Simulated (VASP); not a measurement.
# Si (P4/mmm) in VASP: single point with PBE

Aim: the single point of Si with PBE.

Everything below comes from runs of VASP 6.6.1. Logs are shortened: lines on timing, memory, paths and dates and some standing lists are left out, and cuts for length are marked.

## (1) The cell of the first run

The structure is tetragonal, space group P4/mmm (No. 123). Conventional cell: a = 3.747 Å, b = 3.747 Å, c = 3.513 Å, α = 90.00°, β = 90.00°, γ = 90.00°. Within 3.6 Å of Si (site symmetry mmm) lie 10 Si at 2.57 to 3.51 Å. Within 3.6 Å of Si (site symmetry 4/mmm) lie 10 Si at 2.57 to 3.51 Å.

The cell was generated, and may not be a known phase.

## (2) Single point, PBE

Input file INCAR:

```
  PREC = Accurate
  ENCUT = 520
  EDIFF = 1E-6
  ISMEAR = 0
  SIGMA = 0.1
  LREAL = F
  LASPH = T
  NELM = 60
  ALGO = Normal
  ISIF = 2
  LWAVE = F
  LCHARG = T
  GGA = PE
  LELF = T
  LVHAR = T
  NBANDS = 13
```

Input file KPOINTS:

```
regular mesh
0
Gamma
  12 12 14
```

Input file POSCAR:

```
Si
1.0
    3.7468114548      0.0000000000      0.0000000000
    0.0000000000      3.7468114548      0.0000000000
    0.0000000000      0.0000000000      3.5132228115
Si
3
Direct
    0.0000000000      0.5000000000      0.0000000000
    0.5000000000      0.0000000000      0.0000000000
    0.0000000000      0.0000000000      0.5000000000
```

Potentials or basis: VASP PAW PBE potentials, release 64 (Si).

Command:

```console
$ cat potpaw_PBE.64/Si/POTCAR > POTCAR
$ mpirun -np 1 vasp_std > vasp.out
```

OUTCAR:

```text
PREC = Accurate
   ENCUT = 520
   EDIFF = 1E-6
   ISMEAR = 0
   LREAL = F
   LASPH = T
   NELM = 60
   ISIF = 2
   GGA = PE

 ion  position               nearest neighbor table
   1  0.000  0.500  0.000-   3 2.57   3 2.57   3 2.57   3 2.57   2 2.65   2 2.65   2 2.65   2 2.65

   2  0.500  0.000  0.000-   3 2.57   3 2.57   3 2.57   3 2.57   1 2.65   1 2.65   1 2.65   1 2.65

   3  0.000  0.000  0.500-   1 2.57   2 2.57   1 2.57   2 2.57   1 2.57   1 2.57   2 2.57   2 2.57

  LATTYP: Found a simple tetragonal cell.
 ALAT       =     3.7468114548
 C/A-ratio  =     0.9376566859

  Lattice vectors:

 A1 = (   3.7468114548,   0.0000000000,   0.0000000000)
 A2 = (   0.0000000000,   3.7468114548,   0.0000000000)
 A3 = (   0.0000000000,   0.0000000000,   3.5132228115)

Analysis of symmetry for initial positions (statically):
=====================================================================
 Subroutine PRICEL returns:
 Original cell was already a primitive cell.

 Routine SETGRP: Setting up the symmetry group for a
 simple tetragonal supercell.

 Subroutine GETGRP returns: Found 16 space group operations
 (whereof 16 operations were pure point group operations)
 out of a pool of 16 trial point group operations.

The static configuration has the point symmetry D_4h.

Analysis of symmetry for dynamics (positions and initial velocities):
=====================================================================
 Subroutine PRICEL returns:
 Original cell was already a primitive cell.

 Routine SETGRP: Setting up the symmetry group for a
 simple tetragonal supercell.

 Subroutine GETGRP returns: Found 16 space group operations
 (whereof 16 operations were pure point group operations)
 out of a pool of 16 trial point group operations.

The dynamic configuration has the point symmetry D_4h.

 Subroutine INISYM returns: Found 16 space group operations
 (whereof 16 operations are pure point group operations),
 and found     1 'primitive' translations

----------------------------------------------------------------------------------------

                                     Primitive cell

  volume of cell :      49.3207

  direct lattice vectors                    reciprocal lattice vectors
     3.746811455  0.000000000  0.000000000     0.266893601  0.000000000  0.000000000
     0.000000000  3.746811455  0.000000000     0.000000000  0.266893601  0.000000000
     0.000000000  0.000000000  3.513222811     0.000000000  0.000000000  0.284638935

  length of vectors
     3.746811455  3.746811455  3.513222811     0.266893601  0.266893601  0.284638935

  position of ions in fractional coordinates (direct lattice)
     0.000000000  0.500000000  0.000000000
     0.500000000  0.000000000  0.000000000
     0.000000000  0.000000000  0.500000000

  ion indices of the primitive-cell ions
   primitive index   ion index
                 1           1
                 2           2
                 3           3

----------------------------------------------------------------------------------------

 KPOINTS: regular mesh

Automatic generation of k-mesh.
 Grid dimensions read from file:
 generate k-points for:   12   12   14

 Generating k-lattice:

  Cartesian coordinates                     Fractional coordinates (reciprocal lattice)
     0.022241133  0.000000000  0.000000000     0.083333333  0.000000000  0.000000000
     0.000000000  0.022241133  0.000000000     0.000000000  0.083333333  0.000000000
     0.000000000  0.000000000  0.020331353     0.000000000  0.000000000  0.071428571

  Length of vectors
     0.022241133  0.022241133  0.020331353

  Shift w.r.t. Gamma in fractional coordinates (k-lattice)
     0.000000000  0.000000000  0.000000000

 Subroutine IBZKPT returns following result:
 ===========================================

 Found    224 irreducible k-points:

 Following reciprocal coordinates:
            Coordinates               Weight
  0.000000  0.000000  0.000000      1.000000
  0.083333  0.000000  0.000000      4.000000
  0.166667  0.000000  0.000000      4.000000
  0.250000  0.000000  0.000000      4.000000
  0.333333  0.000000  0.000000      4.000000
  0.416667  0.000000  0.000000      4.000000
[... 16 lines left out ...]
  0.333333  0.333333  0.000000      4.000000
  0.416667  0.333333  0.000000      8.000000
 [... further k-points ...]
   k-points           NKPTS =    224   k-points in BZ     NKDIM =    224   number of bands    NBANDS=     13
   number of dos      NEDOS =    301   number of ions     NIONS =      3
   total plane-waves  NPLWV =  21952
   dimension x,y,z NGX =    28 NGY =   28 NGZ =   28
   dimension x,y,z NGXF=    56 NGYF=   56 NGZF=   56
   ions per type =               3
   NGX,Y,Z   is equivalent  to a cutoff of  12.42, 12.42, 13.25 a.u.
   NGXF,Y,Z  is equivalent  to a cutoff of  24.85, 24.85, 26.50 a.u.
 SYSTEM =  unknown system
   PREC   = accura    normal or accurate (medium, high low for compatibility)
   ISTART =      0    job   : 0-new  1-cont  2-samecut
   ICHARG =      2    charge: 1-file 2-atom 10-const
   ISPIN  =      1    spin polarized calculation?
   LNONCOLLINEAR =      F non collinear calculations
   LSORBIT =      F    spin-orbit coupling
   LASPH  =      T    aspherical Exc in radial PAW
   ENCUT  =  520.0 eV  38.22 Ry    6.18 a.u.   6.97  6.97  6.53*2*pi/ulx,y,z
   NELM   =     60;   NELMIN=  2; NELMDL= -5     # of ELM steps
   EDIFF  = 0.1E-05   stopping-criterion for ELM
   LREAL  =      F    real-space projection
   EDIFFG = 0.1E-04   stopping-criterion for IOM
   NSW    =      0    number of steps for IOM
   IBRION =     -1    ionic relax: 0-MD 1-quasi-New 2-CG
   NFREE  =      0    steps in history (QN), initial steepest desc. (CG)
   ISIF   =      2    stress and relaxation
   ISYM   =      2    0-nonsym 1-usesym 2-fastsym
   POTIM  = 0.5000    time-step for ionic-motion
   TEBEG  =    0.0;   TEEND  =   0.0 temperature during run
   PSTRESS=    0.0 pullay stress
   NELECT =      12.0000    total number of electrons
   NUPDOWN=      -1.0000    fix difference up-down
   EMIN   =  10.00;   EMAX   =-10.00  energy-range for DOS
   EFERMI =   0.00;   METHOD = LEGACY
   ISMEAR =     0;   SIGMA  =   0.10  broadening in eV -4-tet -1-fermi 0-gaus
   EFERMI_NEDOS =   21; number of points for ismear=-14 and -15
   IALGO  =     38    algorithm
   IMIX   =      4    mixing-type and parameters
     AMIX     =   0.40;   BMIX     =  1.00
     AMIX_MAG =   1.60;   BMIX_MAG =  1.00
  volume/ion in A,a.u.               =      16.44       110.94
  Fermi-wavevector in a.u.,A,eV,Ry     =   1.022019  1.931335 14.211584  1.044522
  Thomas-Fermi vector in A             =   2.155675
   LORBIT       =      0    0 simple, 1 ext, 2 COOP (PROOUT), +10 PAW based schemes
   GGA     = PE    functional components
   LHFCALC =     F    Hartree Fock is set to
   AEXX    =    0.0000 exact exchange contribution
   IVDW    =     0    specifies the selected vdW correction
   LEPSILON=     F    determine dielectric tensor
   LRPA    =     F    only Hartree local field effects (RPA)
 non-spin polarized calculation
 Gauss-broadening in eV      SIGMA  =   0.10
  energy-cutoff  :      520.00
  volume of cell :       49.32
 maximum number of plane-waves:      1344
 NGX is ok and might be reduce to    28
   NGX = 13   NGY = 13   NGZ = 13

 number of electron      12.0000003 magnetization

 Free energy of the ion-electron system (eV)
  ---------------------------------------------------
  ext. energy  EPLUGINS =         0.00000000
  ---------------------------------------------------
  free energy    TOTEN  =       -14.88184516 eV

  energy without entropy =      -14.87450316  energy(sigma->0) =      -14.87817416

 E-fermi :   8.3409     XC(G=0): -10.4592

 val. band max:        8.3396780029   @ k =   0.3333   0.1667   0.4286
 cond. band min:       8.3442010100   @ k =   0.5000   0.0833   0.4286
 fundamental gap:      0.0045230071
 Fermi energy:         8.3408899007

 k-point     1 :       0.0000    0.0000    0.0000
  band No.  band energies     occupation
      1      -5.4238      2.00000
      2       4.1306      2.00000
      3       4.1306      2.00000
      4       4.7990      2.00000
      5       5.1720      2.00000
      6       5.9137      2.00000
      7       8.9135      0.00000
      8      13.2080      0.00000
      9      13.2080      0.00000
     10      13.5518      0.00000
     11      14.4036      0.00000
     12      15.1701      0.00000
     13      15.1701      0.00000

 k-point     2 :       0.0833    0.0000    0.0000
  band No.  band energies     occupation
      1      -5.3582      2.00000
      2       3.0983      2.00000
      3       4.1877      2.00000
      4       5.2293      2.00000
      5       5.3698      2.00000
      6       6.4115      2.00000
      7       9.1283      0.00000
      8      12.3892      0.00000
      9      12.8350      0.00000
     10      13.0053      0.00000
     11      15.0061      0.00000
     12      15.2218      0.00000
     13      15.2332      0.00000

 k-point     3 :       0.1667    0.0000    0.0000
  band No.  band energies     occupation
      1      -5.1635      2.00000
      2       1.7939      2.00000
      3       4.3558      2.00000
      4       5.3986      2.00000
      5       5.6883      2.00000
      6       7.3757      2.00000
      7       9.8976      0.00000
      8      11.1975      0.00000
      9      11.9647      0.00000
     10      11.9883      0.00000
     11      15.2844      0.00000
     12      15.3586      0.00000
     13      15.3717      0.00000
[... 305 lines left out ...]
 k-point    23 :       0.3333    0.3333    0.0000
  band No.  band energies     occupation
      1      -3.4211      2.00000
      2       0.0768      2.00000
      3       0.7094      2.00000
      4       4.7991      2.00000
      5       6.9078      2.00000
      6       9.1910      0.00000
      7      10.1888      0.00000
      8      11.1025      0.00000
      9      12.3862      0.00000
     10      12.6013      0.00000
     11      13.1119      0.00000
     12      14.8692      0.00000
     13      16.7120      0.00000

 k-point    24 :       0.4167    0.3333    0.0000
  band No.  band energies     occupation
      1      -2.9537      2.00000
      2      -0.5359      2.00000
      3       0.7836      2.00000
      4       4.0878      2.00000
      5       7.2979      2.00000
      6       9.6315      0.00000
      7       9.7443      0.00000
      8      10.9367      0.00000
      9      11.9476      0.00000
     10      13.0916      0.00000
     11      13.4694      0.00000
     12      16.2583      0.00000
     13      16.2680      0.00000

 [... further k-points ...]

------------------------ aborting loop because EDIFF is reached ----------------------------------------

  FORCE on cell =-STRESS in cart. coord.  units (eV):
  Direction    XX          YY          ZZ          XY          YZ          ZX
  --------------------------------------------------------------------------------------
  -------------------------------------------------------------------------------------
  Total       -0.0201918     -0.0201918     -0.0161545      0.0000000     -0.0000000      0.0000000
  in kB       -0.6559285     -0.6559285     -0.5247783      0.0000000     -0.0000000      0.0000000
  external PRESSURE =      -0.6122118 kB  Pullay stress =       0.0000000 kB

 VOLUME and BASIS-vectors are now :
 -----------------------------------------------------------------------------
  energy-cutoff  :      520.00
  volume of cell :       49.32
      direct lattice vectors                 reciprocal lattice vectors
     3.746811455  0.000000000  0.000000000     0.266893601  0.000000000  0.000000000
     0.000000000  3.746811455  0.000000000     0.000000000  0.266893601  0.000000000
     0.000000000  0.000000000  3.513222811     0.000000000  0.000000000  0.284638935

 POSITION                                       TOTAL-FORCE (eV/Angst)
 -----------------------------------------------------------------------------------
      0.00000      1.87341      0.00000         0.000000      0.000000      0.000000
      1.87341      0.00000      0.00000         0.000000      0.000000      0.000000
      0.00000      0.00000      1.75661         0.000000      0.000000      0.000000
 -----------------------------------------------------------------------------------
    total drift:                               -0.000000     -0.000000     -0.000000

  FREE ENERGIE OF THE ION-ELECTRON SYSTEM (eV)
  ---------------------------------------------------
  free  energy   TOTEN  =       -14.8818451566 eV

  energy  without entropy=      -14.8745031646  energy(sigma->0) =      -14.87817416
```

Run time: 92 s. Hardware: 1 thread of Intel Xeon 8259CL, shared host; peak memory 0.23 GiB.

Results:

```yaml
Free_energy: -14.8818 eV
Pressure: -0.1 GPa
Band_gap_on_the_k_mesh: zero (bands 6 and 7 overlap by 5.91 eV)
```
